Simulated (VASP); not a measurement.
# PbS: single point with PBE

Crystal: PbS.

```
Pb S
1.0
     0.00000    2.86345    2.86345
     2.86345    0.00000    2.86345
     2.86345    2.86345    0.00000
Pb S
1 1
Direct
  0.00000 0.00000 0.00000
  0.50000 0.50000 0.50000
```

```yaml
Program: VASP 6.6.1
Task: single point
Functional: PBE
Potentials_or_basis: VASP PAW PBE potentials, release 64 (Pb_d, S)
Cutoff: 500 eV
k_mesh: 6 × 6 × 6
Occupations: fermi-dirac, width 0.1 eV
Spin: no spin polarisation
```

* Pressure: 9.9 GPa
* Band gap on the k mesh: 0.08 eV

Levels at points of the mesh, in eV from the valence-band top:
| k point | band 8 | band 9 | band 10 | band 11 | band 12 | band 13 |
| --- | --- | --- | --- | --- | --- | --- |
| (0.00, 0.00, 0.00) | -2.81 | -2.81 | -2.81 | 5.46 | 5.46 | 5.46 |
| (0.50, 0.00, 0.00) | -2.32 | -2.32 | 0.00 | 0.08 | 1.63 | 1.63 |
| (0.50, 0.50, 0.00) | -6.23 | -4.25 | -4.25 | 3.30 | 5.86 | 6.03 |

It took 7.9 s on 1 thread of Intel(R) Xeon(R) 6975P-C (Granite Rapids), with other jobs on the host, peak memory 0.17 GiB.

Caveat: the cell stands under pressure; spin-orbit coupling is left out, which moves the levels of the heavy elements. A k mesh can miss the band edges.
